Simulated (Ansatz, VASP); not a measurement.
**CdSe in VASP and in Ansatz**

```
Cd Se
1.0
     0.00000    3.04966    3.04966
     3.04966    0.00000    3.04966
     3.04966    3.04966    0.00000
Cd Se
1 1
Direct
  0.00000 0.00000 0.00000
  0.25000 0.25000 0.25000
```

Alike in both runs: task single point; functional BHLYP; k mesh 4 × 4 × 4; occupations fermi-dirac, width 0.05 eV; no spin polarisation.

|  | VASP | Ansatz |
| --- | --- | --- |
| version | VASP 6.6.1 | Ansatz 0.2.0 |
| potentials or method | VASP PAW PBE potentials, release 64 (Cd, Se) | Ansatz PAW |
| plane-wave cutoff (eV) | 520 | 420 |
| valence electrons in the cell | 18 | 36 |

Ansatz gave:

| Property | Result |
| --- | --- |
| gap on the k mesh at the Fermi level (eV) | 3.85 |
| least direct gap on the mesh (eV) | 3.85 |
| pressure (GPa) | 2.7 |

What did VASP give for the same quantities?

gap on the k mesh at the Fermi level (eV): 3.95; least direct gap on the mesh (eV): 3.95; pressure (GPa): 2.6.

VASP's potentials were made for PBE, not for BHLYP. VASP's potentials hold 18 valence electrons a cell and Ansatz's 36, so a difference there can come from the potentials and not from the codes.

The k mesh is coarse, so the values compare programs but aren't converged.
